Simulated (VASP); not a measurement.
# CaS (Fm-3m) in VASP: further runs, part 2 of 2

VASP 6.6.1. Earlier steps stand in the parts before.

**3. Single point, PBE (21.89 Å³/atom)**

This run uses another cell than the first one, of 21.89 Å³/atom.

Input file INCAR:

```
PREC     = Accurate       # precision mode
ENCUT    = 500            # plane-wave cutoff, eV
EDIFF    = 1E-6           # SCF threshold, eV
ISMEAR   = 0              # smearing method
SIGMA    = 0.02           # smearing width, eV
LREAL    = False          # projectors in reciprocal space
LASPH    = True           # aspherical terms in the spheres
NELM     = 120            # most SCF steps
ALGO     = Normal         # electronic algorithm
ISIF     = 2              # what is computed and relaxed
LWAVE    = False          # write WAVECAR
LCHARG   = False          # write CHGCAR
GGA      = PE             # functional
NBANDS   = 15             # bands
GGA_COMPAT= False
```

Input file KPOINTS:

```
regular mesh
0
Gamma
  8 8 8
```

Input file POSCAR:

```
CaS
1.0
    0.0000000000      2.7975099539      2.7975099539
    2.7975099539      0.0000000000      2.7975099539
    2.7975099539      2.7975099539      0.0000000000
Ca S
1 1
Direct
    0.0000000000      0.0000000000      0.0000000000
    0.5000000000      0.5000000000      0.5000000000
```

Potentials or basis: VASP PAW PBE potentials, release 64 (Ca_sv, S).

Started as:

```bash
> cat potpaw_PBE.64/Ca_sv/POTCAR potpaw_PBE.64/S/POTCAR > POTCAR
> mpirun -np 1 vasp_std > vasp.out
```

Run time: 8.2 s. Hardware: 1 thread of Intel Xeon 6975P-C (Granite Rapids), shared host; peak memory 0.17 GiB.

Results (log left out):

```
Free energy            : -10.3277 eV
Pressure               : 4.2 GPa
Band gap on the k mesh : 2.23 eV (least direct gap 3.07 eV)
```

Levels at points of the mesh, in eV from the valence-band top:
```csv
k point,band 4,band 5,band 6,band 7,band 8,band 9,band 10,band 11,band 12,band 13
"(0.00, 0.00, 0.00)",-20.00,-11.51,0.00,0.00,0.00,4.15,4.15,4.15,4.49,4.79
"(0.50, 0.00, 0.00)",-20.02,-10.58,-3.28,-1.27,-1.27,5.32,6.24,6.37,6.37,8.50
"(0.50, 0.50, 0.00)",-20.06,-10.82,-2.38,-0.84,-0.84,2.23,5.70,6.29,7.00,7.00
```

Caveat: the cell stands under pressure. A k mesh can miss the band edges.

**4. Single point, PBE (21.19 Å³/atom)**

This run uses another cell than the first one, of 21.19 Å³/atom.

Input file INCAR:

```
  PREC = Accurate
  ENCUT = 500
  EDIFF = 1E-6
  ISMEAR = 0
  SIGMA = 0.02
  LREAL = F
  LASPH = T
  NELM = 120
  ALGO = Normal
  ISIF = 2
  LWAVE = F
  LCHARG = F
  GGA = PE
  NBANDS = 15
  GGA_COMPAT = F
```

Input file KPOINTS:

```
Automatic mesh
0
Gamma
  8 8 8
```

Input file POSCAR:

```
CaS
1.0
    0.0000000000      2.7674268702      2.7674268702
    2.7674268702      0.0000000000      2.7674268702
    2.7674268702      2.7674268702      0.0000000000
Ca S
1 1
Direct
    0.0000000000      0.0000000000      0.0000000000
    0.5000000000      0.5000000000      0.5000000000
```

Potentials or basis: VASP PAW PBE potentials, release 64 (Ca_sv, S).

Started as:

```bash
> cat potpaw_PBE.64/Ca_sv/POTCAR potpaw_PBE.64/S/POTCAR > POTCAR
> mpirun -np 1 vasp_std > vasp.out
```

OUTCAR:

```text
PREC = Accurate
   ENCUT = 500
   EDIFF = 1E-6
   ISMEAR = 0
   LREAL = F
   LASPH = T
   NELM = 120
   ISIF = 2
   GGA = PE

 ion  position               nearest neighbor table
   1  0.000  0.000  0.000-   2 2.77   2 2.77   2 2.77   2 2.77   2 2.77   2 2.77
   2  0.500  0.500  0.500-   1 2.77   1 2.77   1 2.77   1 2.77   1 2.77   1 2.77

  LATTYP: Found a face centered cubic cell.
 ALAT       =     5.5348537404

  Lattice vectors:

[... 617 lines left out ...]

 [... further k-points ...]

------------------------ aborting loop because EDIFF is reached ----------------------------------------

  FORCE on cell =-STRESS in cart. coord.  units (eV):
  Direction    XX          YY          ZZ          XY          YZ          ZX
  --------------------------------------------------------------------------------------
  -------------------------------------------------------------------------------------
  Total        1.7855570      1.7855570      1.7855570      0.0000000      0.0000000      0.0000000
  in kB       67.4878910     67.4878910     67.4878910      0.0000000      0.0000000      0.0000000
  external PRESSURE =      67.4878910 kB  Pullay stress =       0.0000000 kB

 VOLUME and BASIS-vectors are now :
 -----------------------------------------------------------------------------
  energy-cutoff  :      500.00
  volume of cell :       42.39
      direct lattice vectors                 reciprocal lattice vectors
     0.000000000  2.767426870  2.767426870    -0.180673248  0.180673248  0.180673248
     2.767426870  0.000000000  2.767426870     0.180673248 -0.180673248  0.180673248
     2.767426870  2.767426870  0.000000000     0.180673248  0.180673248 -0.180673248

 POSITION                                       TOTAL-FORCE (eV/Angst)
 -----------------------------------------------------------------------------------
      0.00000      0.00000      0.00000         0.000000      0.000000      0.000000
      2.76743      2.76743      2.76743        -0.000000     -0.000000     -0.000000
 -----------------------------------------------------------------------------------
    total drift:                               -0.000000      0.000000      0.000000

  FREE ENERGIE OF THE ION-ELECTRON SYSTEM (eV)
  ---------------------------------------------------
  free  energy   TOTEN  =       -10.2796393610 eV

  energy  without entropy=      -10.2796393610  energy(sigma->0) =      -10.27963936
```

OSZICAR:

```text
N       E                     dE             d eps       ncg     rms          rms(c)
DAV:   1     0.114231918071E+03    0.11423E+03   -0.74673E+03   870   0.979E+02
DAV:   2    -0.591406872465E+01   -0.12015E+03   -0.11390E+03  1045   0.255E+02
DAV:   3    -0.103147378833E+02   -0.44007E+01   -0.43657E+01  1144   0.478E+01
DAV:   4    -0.105224530908E+02   -0.20772E+00   -0.20759E+00  1284   0.866E+00
DAV:   5    -0.105239044122E+02   -0.14513E-02   -0.14513E-02  1158   0.838E-01    0.518E+00
DAV:   6    -0.102873941270E+02    0.23651E+00   -0.33823E-01  1024   0.308E+00    0.354E+00
DAV:   7    -0.102744660383E+02    0.12928E-01   -0.10486E-01  1165   0.207E+00    0.183E+00
DAV:   8    -0.102798032802E+02   -0.53372E-02   -0.16737E-02  1038   0.114E+00    0.270E-01
DAV:   9    -0.102794251539E+02    0.37813E-03   -0.96183E-04  1073   0.341E-01    0.665E-02
DAV:  10    -0.102795991077E+02   -0.17395E-03   -0.21833E-04  1097   0.110E-01    0.248E-02
DAV:  11    -0.102796398475E+02   -0.40740E-04   -0.64341E-05  1010   0.702E-02    0.249E-02
DAV:  12    -0.102796393610E+02    0.48654E-06   -0.33184E-06  1117   0.128E-02
   1 F= -.10279639E+02 E0= -.10279639E+02  d E =-.485995E-49
```

stdout:

```text
POSCAR found type information on POSCAR CaS
 POSCAR found :  2 types and       2 ions
 scaLAPACK will be used
 LDA part: xc-table for (Slater+PW92), standard interpolation
 POSCAR, INCAR and KPOINTS ok, starting setup
 FFT: planning ... GRIDC
 FFT: planning ... GRID_SOFT
 FFT: planning ... GRID
 WAVECAR not read
 entering main loop
```

It took 8.1 s on 1 thread of Intel Xeon 6975P-C (Granite Rapids), shared host; peak memory 0.17 GiB.

What came out:

```
Free energy            : -10.2796 eV
Pressure               : 6.7 GPa
Band gap on the k mesh : 2.14 eV (least direct gap 3.00 eV)
```

Levels at points of the mesh, in eV from the valence-band top:
| k point | band 6 | band 7 | band 8 | band 9 | band 10 | band 11 |
| --- | --- | --- | --- | --- | --- | --- |
| (0.00, 0.00, 0.00) | 0.00 | 0.00 | 0.00 | 4.13 | 4.13 | 4.13 |
| (0.50, 0.00, 0.00) | -3.41 | -1.34 | -1.34 | 5.38 | 6.35 | 6.46 |
| (0.50, 0.50, 0.00) | -2.45 | -0.87 | -0.87 | 2.14 | 5.75 | 6.45 |

Caveat: the cell stands under pressure.

**5. The runs side by side**

| cell | gap on the mesh (eV) | pressure (GPa) |
| --- | --- | --- |
| a = 3.870 Å, angles 60.0°, 2 atoms | 2.04 | 9.7 |
| a = 3.956 Å, angles 60.0°, 2 atoms | 2.23 | 4.2 |
| a = 3.914 Å, angles 60.0°, 2 atoms | 2.14 | 6.7 |

Alike in all rows: task single point; level PBE; potentials or basis VASP PAW PBE potentials, release 64 (Ca_sv, S); no spin polarisation; k mesh 8 × 8 × 8; cutoff (eV) 500; smearing gaussian 0.02 eV.

Caveats: the cell stands under pressure.

Absolute energies hang on the potentials; compare differences alone.
